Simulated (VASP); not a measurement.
# NaH (Fm-3m) in VASP: notebook, part 2 of 2

VASP 6.6.1. The steps go on from the part before.

## (4) Single point, HSE06

This run uses another cell than the first one, of 14.24 Å³/atom.

The input, POSCAR:

```
NaH
1.0
    0.0000000000      2.4236236676      2.4236236676
    2.4236236676      0.0000000000      2.4236236676
    2.4236236676      2.4236236676      0.0000000000
Na H
1 1
Direct
    0.0000000000      0.0000000000      0.0000000000
    0.5000000000      0.5000000000      0.5000000000
```

The input, INCAR.step1:

```
  PREC = Accurate
  ENCUT = 520
  EDIFF = 1E-5
  ISMEAR = -1
  SIGMA = 0.05
  LREAL = F
  LASPH = T
  NELM = 60
  ALGO = Normal
  ISIF = 2
  LWAVE = T
  NBANDS = 11
  GGA = PE
```

The input, INCAR.step2:

```
  PREC = Accurate
  ENCUT = 520
  EDIFF = 1E-6
  ISMEAR = -1
  SIGMA = 0.05
  LREAL = F
  LASPH = T
  NELM = 60
  ALGO = Normal
  ISIF = 2
  LWAVE = F
  LCHARG = T
  GGA = PE
  LHFCALC = T
  HFSCREEN = 0.2079
  PRECFOCK = Normal
  LELF = T
  LVHAR = T
  NBANDS = 11
  ISTART = 1
```

The input, KPOINTS:

```
regular mesh
0
Gamma
  6 6 6
```

Potentials or basis: VASP PAW PBE potentials, release 64 (Na_pv, H).

Run with:

```
cat potpaw_PBE.64/Na_pv/POTCAR potpaw_PBE.64/H/POTCAR > POTCAR
cp INCAR.step1 INCAR
mpirun -np 1 vasp_std > vasp.out
cp INCAR.step2 INCAR
mpirun -np 1 vasp_std > vasp.out
```

OUTCAR:

```text
PREC = Accurate
   ENCUT = 520
   EDIFF = 1E-6
   ISMEAR = -1
   LREAL = F
   LASPH = T
   NELM = 60
   ISIF = 2
   GGA = PE
   LHFCALC = T
   HFSCREEN = 0.2079
   PRECFOCK = Normal
   ISTART = 1

 ion  position               nearest neighbor table
   1  0.000  0.000  0.000-
   2  0.500  0.500  0.500-

  LATTYP: Found a face centered cubic cell.
 ALAT       =     4.8472473352

  Lattice vectors:

 A1 = (   0.0000000000,   2.4236236676,   2.4236236676)
 A2 = (   2.4236236676,   0.0000000000,   2.4236236676)
 A3 = (   2.4236236676,   2.4236236676,   0.0000000000)

Analysis of symmetry for initial positions (statically):
=====================================================================
 Subroutine PRICEL returns:
 Original cell was already a primitive cell.

 Routine SETGRP: Setting up the symmetry group for a
 face centered cubic supercell.

 Subroutine GETGRP returns: Found 48 space group operations
 (whereof 48 operations were pure point group operations)
 out of a pool of 48 trial point group operations.
[... 167 lines left out ...]
 Fermi energy:        -0.7128395242

 k-point     1 :       0.0000    0.0000    0.0000
  band No.  band energies     occupation
      1     -26.2948      2.00000
      2     -26.2947      2.00000
      3     -26.2947      2.00000
      4      -5.8020      2.00000
      5      10.0001      0.00000
      6      15.0345      0.00000
      7      15.0345      0.00000
      8      15.0345      0.00000
      9      16.0177      0.00000
     10      16.0177      0.00000
     11      16.0177      0.00000
[... 197 lines left out ...]
 k-point    16 :      -0.3333    0.5000    0.1667
  band No.  band energies     occupation
      1     -26.3573      2.00000
      2     -26.3344      2.00000
      3     -26.3249      2.00000
      4      -1.9249      2.00000
      5       4.4098      0.00000
      6       6.3640      0.00000
      7       8.0562      0.00000
      8      14.3743      0.00000
      9      14.6248      0.00000
     10      20.4106      0.00000
     11      20.4359      0.00000

------------------------ aborting loop because EDIFF is reached ----------------------------------------

  FORCE on cell =-STRESS in cart. coord.  units (eV):
  Direction    XX          YY          ZZ          XY          YZ          ZX
  --------------------------------------------------------------------------------------
  -------------------------------------------------------------------------------------
  Total       -0.1060450     -0.1060450     -0.1060450      0.0000000      0.0000000      0.0000000
  in kB       -5.9672655     -5.9672655     -5.9672655      0.0000000      0.0000000      0.0000000
  external PRESSURE =      -5.9672655 kB  Pullay stress =       0.0000000 kB

 VOLUME and BASIS-vectors are now :
 -----------------------------------------------------------------------------
  energy-cutoff  :      520.00
  volume of cell :       28.47
      direct lattice vectors                 reciprocal lattice vectors
     0.000000000  2.423623668  2.423623668    -0.206302656  0.206302656  0.206302656
     2.423623668  0.000000000  2.423623668     0.206302656 -0.206302656  0.206302656
     2.423623668  2.423623668  0.000000000     0.206302656  0.206302656 -0.206302656

 POSITION                                       TOTAL-FORCE (eV/Angst)
 -----------------------------------------------------------------------------------
      0.00000      0.00000      0.00000         0.000000     -0.000000      0.000000
      2.42362      2.42362      2.42362        -0.000000      0.000000     -0.000000
 -----------------------------------------------------------------------------------
    total drift:                                0.000000      0.000000      0.000000

  FREE ENERGIE OF THE ION-ELECTRON SYSTEM (eV)
  ---------------------------------------------------
  free  energy   TOTEN  =        -5.7619241762 eV

  energy  without entropy=       -5.7619241762  energy(sigma->0) =       -5.76192418
```

OUTCAR.step1:

```text
PREC = Accurate
   ENCUT = 520
   EDIFF = 1E-5
   ISMEAR = -1
   LREAL = F
[... 435 lines left out ...]
      0.00000      0.00000      0.00000        -0.000000      0.000000     -0.000000
      2.42362      2.42362      2.42362         0.000000     -0.000000      0.000000
 -----------------------------------------------------------------------------------
    total drift:                               -0.000000     -0.000000     -0.000000

  FREE ENERGIE OF THE ION-ELECTRON SYSTEM (eV)
  ---------------------------------------------------
  free  energy   TOTEN  =        -5.0875376802 eV

  energy  without entropy=       -5.0875376802  energy(sigma->0) =       -5.08753768
```

It took 7.2 min on 1 thread of Intel Xeon Platinum 8259CL at 2.50GHz (Skylake/Cascade Lake), shared host; peak memory 0.26 GiB.

Results:

```
Free energy            : -5.7619 eV
Pressure               : -0.6 GPa
Band gap on the k mesh : 4.83 eV (least direct gap 5.72 eV)
```

Levels at points of the mesh, in eV from the valence-band top:
| k point | band 1 | band 2 | band 3 | band 4 | band 5 | band 6 | band 7 | band 8 |
| --- | --- | --- | --- | --- | --- | --- | --- | --- |
| (0.00, 0.00, 0.00) | -24.37 | -24.37 | -24.37 | -3.88 | 11.93 | 16.96 | 16.96 | 16.96 |
| (0.50, 0.00, 0.00) | -24.46 | -24.38 | -24.38 | -0.90 | 4.83 | 12.13 | 14.77 | 14.77 |
| (0.50, 0.50, 0.00) | -24.44 | -24.40 | -24.40 | -0.13 | 5.69 | 11.26 | 11.96 | 11.96 |

Caveat: the PAW data sets were made with another functional, which shifts forces and pressure a little.

## (5) Single point, HSE06

This run uses another cell than the first one, of 14.82 Å³/atom.

The input, POSCAR:

```
NaH
1.0
    0.0000000000      2.4561594113      2.4561594113
    2.4561594113      0.0000000000      2.4561594113
    2.4561594113      2.4561594113      0.0000000000
Na H
1 1
Direct
    0.0000000000      0.0000000000      0.0000000000
    0.5000000000      0.5000000000      0.5000000000
```

The input, INCAR.step1:

```
PREC = Accurate
ENCUT = 520
EDIFF = 1E-5
ISMEAR = -1
SIGMA = 0.05
LREAL = False
LASPH = True
NELM = 100
ALGO = Normal
ISIF = 2
LWAVE = True
LCHARG = False
NBANDS = 11
GGA = PE
```

The input, INCAR.step2:

```
PREC = Accurate
ENCUT = 520
EDIFF = 1E-7
ISMEAR = -1
SIGMA = 0.05
LREAL = False
LASPH = True
NELM = 100
ALGO = Normal
ISIF = 2
LWAVE = False
LCHARG = False
GGA = PE
LHFCALC = True
HFSCREEN = 0.2079
PRECFOCK = Normal
NBANDS = 11
ISTART = 1
```

The input, KPOINTS:

```
Automatic mesh
0
Gamma
  6 6 6
```

Potentials or basis: VASP PAW PBE potentials, release 64 (Na_pv, H).

Run with:

```
cat potpaw_PBE.64/Na_pv/POTCAR potpaw_PBE.64/H/POTCAR > POTCAR
cp INCAR.step1 INCAR
mpirun -np 1 vasp_std > vasp.out
cp INCAR.step2 INCAR
mpirun -np 1 vasp_std > vasp.out
```

OUTCAR:

```text
PREC = Accurate
   ENCUT = 520
   EDIFF = 1E-7
   ISMEAR = -1
   LREAL = False
   LASPH = True
   NELM = 100
   ISIF = 2
   GGA = PE
   LHFCALC = True
   HFSCREEN = 0.2079
   PRECFOCK = Normal
   ISTART = 1

 ion  position               nearest neighbor table
   1  0.000  0.000  0.000-
   2  0.500  0.500  0.500-

  LATTYP: Found a face centered cubic cell.
 ALAT       =     4.9123188226

  Lattice vectors:

 A1 = (   0.0000000000,   2.4561594113,   2.4561594113)
 A2 = (   2.4561594113,   0.0000000000,   2.4561594113)
 A3 = (   2.4561594113,   2.4561594113,   0.0000000000)

Analysis of symmetry for initial positions (statically):
=====================================================================
 Subroutine PRICEL returns:
 Original cell was already a primitive cell.

 Routine SETGRP: Setting up the symmetry group for a
 face centered cubic supercell.

 Subroutine GETGRP returns: Found 48 space group operations
 (whereof 48 operations were pure point group operations)
 out of a pool of 48 trial point group operations.

The static configuration has the point symmetry O_h .

Analysis of symmetry for dynamics (positions and initial velocities):
=====================================================================
 Subroutine PRICEL returns:
 Original cell was already a primitive cell.

 Routine SETGRP: Setting up the symmetry group for a
 face centered cubic supercell.

 Subroutine GETGRP returns: Found 48 space group operations
 (whereof 48 operations were pure point group operations)
 out of a pool of 48 trial point group operations.

The dynamic configuration has the point symmetry O_h .

 Subroutine INISYM returns: Found 48 space group operations
 (whereof 48 operations are pure point group operations),
 and found     1 'primitive' translations

----------------------------------------------------------------------------------------

                                     Primitive cell

  volume of cell :      29.6346

  direct lattice vectors                    reciprocal lattice vectors
     0.000000000  2.456159411  2.456159411    -0.203569849  0.203569849  0.203569849
     2.456159411  0.000000000  2.456159411     0.203569849 -0.203569849  0.203569849
     2.456159411  2.456159411  0.000000000     0.203569849  0.203569849 -0.203569849

  length of vectors
     3.473533951  3.473533951  3.473533951     0.352593321  0.352593321  0.352593321

  position of ions in fractional coordinates (direct lattice)
     0.000000000  0.000000000  0.000000000
     0.500000000  0.500000000  0.500000000

  ion indices of the primitive-cell ions
   primitive index   ion index
                 1           1
                 2           2

----------------------------------------------------------------------------------------

 KPOINTS: Automatic mesh

Automatic generation of k-mesh.
[... 38 lines left out ...]
 -0.333333  0.500000  0.166667     12.000000
   k-points           NKPTS =     16   k-points in BZ     NKDIM =    216   number of bands    NBANDS=     11
   number of dos      NEDOS =    301   number of ions     NIONS =      2
   total plane-waves  NPLWV =  21952
   dimension x,y,z NGX =    28 NGY =   28 NGZ =   28
   dimension x,y,z NGXF=    56 NGYF=   56 NGZF=   56
   ions per type =               1   1
   NGX,Y,Z   is equivalent  to a cutoff of  13.40, 13.40, 13.40 a.u.
   NGXF,Y,Z  is equivalent  to a cutoff of  26.80, 26.80, 26.80 a.u.
 SYSTEM =  unknown system
   PREC   = accura    normal or accurate (medium, high low for compatibility)
   ISTART =      1    job   : 0-new  1-cont  2-samecut
   ICHARG =      0    charge: 1-file 2-atom 10-const
   ISPIN  =      1    spin polarized calculation?
   LNONCOLLINEAR =      F non collinear calculations
   LSORBIT =      F    spin-orbit coupling
   LASPH  =      T    aspherical Exc in radial PAW
   ENCUT  =  520.0 eV  38.22 Ry    6.18 a.u.   6.46  6.46  6.46*2*pi/ulx,y,z
   NELM   =    100;   NELMIN=  2; NELMDL=  0     # of ELM steps
   EDIFF  = 0.1E-06   stopping-criterion for ELM
   LREAL  =      F    real-space projection
   EDIFFG = 0.1E-05   stopping-criterion for IOM
   NSW    =      0    number of steps for IOM
   IBRION =     -1    ionic relax: 0-MD 1-quasi-New 2-CG
   NFREE  =      0    steps in history (QN), initial steepest desc. (CG)
   ISIF   =      2    stress and relaxation
   ISYM   =      3    0-nonsym 1-usesym 2-fastsym
   POTIM  = 0.5000    time-step for ionic-motion
   TEBEG  =    0.0;   TEEND  =   0.0 temperature during run
   PSTRESS=    0.0 pullay stress
   NELECT =       8.0000    total number of electrons
   NUPDOWN=      -1.0000    fix difference up-down
   EMIN   =  10.00;   EMAX   =-10.00  energy-range for DOS
   EFERMI =   0.00;   METHOD = LEGACY
   ISMEAR =    -1;   SIGMA  =   0.05  broadening in eV -4-tet -1-fermi 0-gaus
   EFERMI_NEDOS =   21; number of points for ismear=-14 and -15
   IALGO  =     38    algorithm
   IMIX   =      1    mixing-type and parameters
     AMIX     =   0.40;   BMIX     =  1.00
     AMIX_MAG =   1.60;   BMIX_MAG =  1.00
  volume/ion in A,a.u.               =      14.82        99.99
  Fermi-wavevector in a.u.,A,eV,Ry     =   1.058047  1.999419 15.231224  1.119463
  Thomas-Fermi vector in A             =   2.193342
   LORBIT       =      0    0 simple, 1 ext, 2 COOP (PROOUT), +10 PAW based schemes
   GGA     = PE    functional components
   LHFCALC =     T    Hartree Fock is set to
   PRECFOCK=normal    Normal, Fast or Accurate (Low or Medium for compatibility)
   ENCUT4O =  -1.0   cutoff for four orbital integrals eV
   NKREDX  =     1    reduce k-point grid by
   NKREDY  =     1    reduce k-point grid by
   NKREDZ  =     1    reduce k-point grid by
   AEXX    =    0.2500 exact exchange contribution
   HFSCREEN=    0.2079 screening length (either q_TF or 0.3 A-1)
   HFSCREENC=   0.2079 screening length for correlation (either q_TF or 0.3 A-1)
   ENCUTFOCK=  -1.0 apply spherical cutoff to Coloumb kernel
   IVDW    =     0    specifies the selected vdW correction
   LEPSILON=     F    determine dielectric tensor
   LRPA    =     F    only Hartree local field effects (RPA)
 non-spin polarized calculation
  energy-cutoff  :      520.00
  volume of cell :       29.63
 maximum number of plane-waves:       821
 NGX is ok and might be reduce to    28
  NGX = 20; NGY = 20; NGZ = 20

 number of electron       8.0000008 magnetization

 Free energy of the ion-electron system (eV)
  ---------------------------------------------------
  ext. energy  EPLUGINS =         0.00000000
  ---------------------------------------------------
  free energy    TOTEN  =        -5.75507942 eV

  energy without entropy =       -5.75507942  energy(sigma->0) =       -5.75507942

 E-fermi :  -0.9672     XC(G=0):  -6.3880

 val. band max:       -2.0351838735   @ k =  -0.3333   0.5000   0.1667
 cond. band min:       2.7097105449   @ k =   0.5000   0.0000   0.0000
 fundamental gap:      4.7448944183
 Fermi energy:        -0.9671658871

 k-point     1 :       0.0000    0.0000    0.0000
  band No.  band energies     occupation
      1     -26.4889      2.00000
      2     -26.4889      2.00000
      3     -26.4889      2.00000
      4      -5.7929      2.00000
      5       9.5184      0.00000
      6      14.6030      0.00000
      7      14.6030      0.00000
      8      14.6030      0.00000
      9      15.4913      0.00000
     10      15.4913      0.00000
     11      15.4914      0.00000
[... 197 lines left out ...]
 k-point    16 :      -0.3333    0.5000    0.1667
  band No.  band energies     occupation
      1     -26.5433      2.00000
      2     -26.5234      2.00000
      3     -26.5152      2.00000
      4      -2.0352      2.00000
      5       4.1951      0.00000
      6       6.1114      0.00000
      7       7.6842      0.00000
      8      13.9331      0.00000
      9      14.0574      0.00000
     10      19.7684      0.00000
     11      19.8232      0.00000

------------------------ aborting loop because EDIFF is reached ----------------------------------------

  FORCE on cell =-STRESS in cart. coord.  units (eV):
  Direction    XX          YY          ZZ          XY          YZ          ZX
  --------------------------------------------------------------------------------------
  -------------------------------------------------------------------------------------
  Total       -0.2600410     -0.2600410     -0.2600410      0.0000000     -0.0000000     -0.0000000
  in kB      -14.0589450    -14.0589450    -14.0589450      0.0000000     -0.0000000     -0.0000000
  external PRESSURE =     -14.0589450 kB  Pullay stress =       0.0000000 kB

 VOLUME and BASIS-vectors are now :
 -----------------------------------------------------------------------------
  energy-cutoff  :      520.00
  volume of cell :       29.63
      direct lattice vectors                 reciprocal lattice vectors
     0.000000000  2.456159411  2.456159411    -0.203569849  0.203569849  0.203569849
     2.456159411  0.000000000  2.456159411     0.203569849 -0.203569849  0.203569849
     2.456159411  2.456159411  0.000000000     0.203569849  0.203569849 -0.203569849

 POSITION                                       TOTAL-FORCE (eV/Angst)
 -----------------------------------------------------------------------------------
      0.00000      0.00000      0.00000         0.000000     -0.000000      0.000000
      2.45616      2.45616      2.45616        -0.000000      0.000000     -0.000000
 -----------------------------------------------------------------------------------
    total drift:                                0.000000      0.000000      0.000000

  FREE ENERGIE OF THE ION-ELECTRON SYSTEM (eV)
  ---------------------------------------------------
  free  energy   TOTEN  =        -5.7550794153 eV

  energy  without entropy=       -5.7550794152  energy(sigma->0) =       -5.75507942
```

Run time: 8.2 min. Hardware: 1 thread of Intel Xeon Platinum 8259CL at 2.50GHz (Skylake/Cascade Lake), shared host; peak memory 0.25 GiB.

What came out:

```yaml
Free_energy: -5.7551 eV
Pressure: -1.4 GPa
Band_gap_on_the_k_mesh: 4.74 eV (least direct gap 5.62 eV)
```

Caveat: the PAW data sets were made with another functional, which shifts forces and pressure a little.

## (6) Single point, HSE06

This run uses another cell than the first one, of 15.11 Å³/atom.

The input, POSCAR:

```
NaH
1.0
    0.0000000000      2.4721089453      2.4721089453
    2.4721089453      0.0000000000      2.4721089453
    2.4721089453      2.4721089453      0.0000000000
Na H
1 1
Direct
    0.0000000000      0.0000000000      0.0000000000
    0.5000000000      0.5000000000      0.5000000000
```

The input, INCAR.step1:

```
PREC = Accurate ; ENCUT = 520
EDIFF = 1E-5 ; ISMEAR = -1
SIGMA = 0.05 ; LREAL = F
LASPH = T ; NELM = 100
ALGO = Normal ; ISIF = 2
LWAVE = T ; LCHARG = F
NBANDS = 11 ; GGA = PE
```

The input, INCAR.step2:

```
PREC = Accurate ; ENCUT = 520
EDIFF = 1E-6 ; ISMEAR = -1
SIGMA = 0.05 ; LREAL = F
LASPH = T ; NELM = 100
ALGO = Normal ; ISIF = 2
LWAVE = F ; LCHARG = F
GGA = PE ; LHFCALC = T
HFSCREEN = 0.2079 ; PRECFOCK = Normal
NBANDS = 11 ; ISTART = 1
```

The input, KPOINTS:

```
regular mesh
0
Gamma
  6 6 6
```

Potentials or basis: VASP PAW PBE potentials, release 64 (Na_pv, H).

Run with:

```
cat potpaw_PBE.64/Na_pv/POTCAR potpaw_PBE.64/H/POTCAR > POTCAR
cp INCAR.step1 INCAR
mpirun -np 1 vasp_std > vasp.out
cp INCAR.step2 INCAR
mpirun -np 1 vasp_std > vasp.out
```

Wall time 6.5 min (1 thread of Intel Xeon Platinum 8259CL at 2.50GHz (Skylake/Cascade Lake), shared host); peak memory 0.26 GiB.

The run converged. Its results:

```
Free energy            : -5.7495 eV
Pressure               : -1.8 GPa
Band gap on the k mesh : 4.71 eV (least direct gap 5.57 eV)
```

Levels at points of the mesh, in eV from the valence-band top:
| k point | band 2 | band 3 | band 4 | band 5 | band 6 | band 7 |
| --- | --- | --- | --- | --- | --- | --- |
| (0.00, 0.00, 0.00) | -24.50 | -24.50 | -3.70 | 11.38 | 16.48 | 16.48 |
| (0.50, 0.00, 0.00) | -24.50 | -24.50 | -0.87 | 4.71 | 11.70 | 14.37 |
| (0.50, 0.50, 0.00) | -24.52 | -24.52 | -0.12 | 5.55 | 11.00 | 11.57 |

Caveat: the PAW data sets were made with another functional, which shifts forces and pressure a little.

## (7) Summary

```tsv
cell	gap on the mesh (eV)	pressure (GPa)
a = 3.380 Å, angles 60.0°, 2 atoms	4.91	0.4
a = 3.404 Å, angles 60.0°, 2 atoms	4.87	-0.1
a = 3.428 Å, angles 60.0°, 2 atoms	4.83	-0.6
a = 3.474 Å, angles 60.0°, 2 atoms	4.74	-1.4
a = 3.496 Å, angles 60.0°, 2 atoms	4.71	-1.8
```

Alike in all rows: task single point; level HSE06; potentials or basis VASP PAW PBE potentials, release 64 (Na_pv, H); no spin polarisation; k mesh 6 × 6 × 6; cutoff (eV) 520; smearing fermi-dirac 0.05 eV.

Caveats: the PAW data sets were made with another functional, which shifts forces and pressure a little.

Absolute energies hang on the potentials; compare differences alone.
